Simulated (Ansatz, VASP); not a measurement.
## One calculation of BAs, two programs

```
CELL_PARAMETERS angstrom
0.00000 2.37247 2.37247
2.37247 0.00000 2.37247
2.37247 2.37247 0.00000
ATOMIC_POSITIONS crystal
B 0.00000 0.00000 0.00000
As 0.25000 0.25000 0.25000
```

Alike in both runs: task single point; functional PBE; k mesh 7 × 7 × 7; no spin polarisation.

```csv
,VASP,Ansatz
version,VASP 6.6.1,Ansatz 0.2.0
potentials or method,"VASP PAW PBE potentials, release 64 (B, As), cutoff 520 eV","plane waves, PAW"
occupations,"gaussian, width 0.01 eV",fixed
valence electrons in the cell,8,18
```

Ansatz gave:

```
pressure (GPa) : 5.8
```

Task: Estimate VASP's values.

Result: Pressure (GPa): 6.5.

VASP's potentials hold 8 valence electrons a cell and Ansatz's 18, so a difference there can come from the potentials and not from the codes. Ansatz's warnings: stress scf threshold loose.
